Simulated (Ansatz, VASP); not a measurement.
## Two plane-wave programs on GaP

```
Ga P
1.0
     2.02074    1.16667    6.94527
    -2.02074    1.16667    6.94527
     0.00000   -2.33334    6.94527
Ga P
2 2
Cartesian
  0.0000 0.0000 9.0713
  0.0000 0.0000 11.7645
  0.0000 0.0000 1.1957
  0.0000 0.0000 19.6401
```

Change from the starting cell: strain +0.040 along x and y, +0.080 along z, atoms carried along.

Alike in both runs: task single point; functional LDA; k mesh 12 × 12 × 12; occupations gaussian, width 0.05 eV; no spin polarisation.

|  | VASP | Ansatz |
| --- | --- | --- |
| version | VASP 6.6.1 | Ansatz 0.2.0 |
| potentials or method | VASP PAW LDA potentials, release 64 (Ga_d, P), cutoff 520 eV | scalar-relativistic, plane waves, PAW |
| valence electrons in the cell | 36 | 36 |

|  | VASP | Ansatz | Ansatz less VASP |
| --- | --- | --- | --- |
| gap on the k mesh at the Fermi level (eV) | none | none | - |
| pressure (GPa) | -11.2 | -11.3 | -0.08 |
| traceless stress, the component that is largest in VASP (GPa) | -3.41 | -3.37 | +0.036 |
| rms of the force components (eV/Å) | 0.152 | 0.145 | -0.0069 |

LDA's correlation is that of Perdew and Zunger in VASP and of Perdew and Wang (1992) in Ansatz. Atom by atom the forces differ by 0.008 eV/Å (rms over components). A gap of «none» marks a metal or a gap that the smearing closes.
